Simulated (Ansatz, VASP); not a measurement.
# Hf2WS2: VASP beside Ansatz

```
Hf W S
1.0
     5.16968    0.00000    0.00000
     0.00000    5.16968    0.00000
     0.00000    0.00000    4.40997
Hf W S
2 1 2
Direct
  0.00000 0.50000 0.00000
  0.50000 0.00000 0.00000
  0.00000 0.00000 0.00000
  0.50000 0.50000 0.50000
  0.00000 0.00000 0.50000
```

Alike in both runs: task relaxation of cell and atoms; functional PBE; k mesh 8 × 8 × 8; occupations gaussian, width 0.1 eV; no spin polarisation.

```csv
,VASP,Ansatz
version,VASP 6.6.1,Ansatz 0.2.0
potentials or method,"VASP PAW PBE potentials, release 64 (Hf_pv, W_sv, S), cutoff 600 eV","scalar-relativistic, plane waves, PAW"
valence electrons in the cell,46,78
```

|  | VASP | Ansatz | Ansatz less VASP |
| --- | --- | --- | --- |
| gap on the k mesh at the Fermi level, each at its own relaxed structure (eV) | none | none | - |
| relaxed volume (Å³/atom) | 23.47 | 23.56 | +0.093 |
| relaxed length of the cell vector where the two differ most in proportion (Å) | 5.164 | 5.172 | +0.0088 |

A gap of «none» marks a metal or a gap that the smearing closes. VASP's potentials hold 46 valence electrons a cell and Ansatz's 78, so a difference there can come from the potentials and not from the codes.

Neither program's run includes spin-orbit coupling.
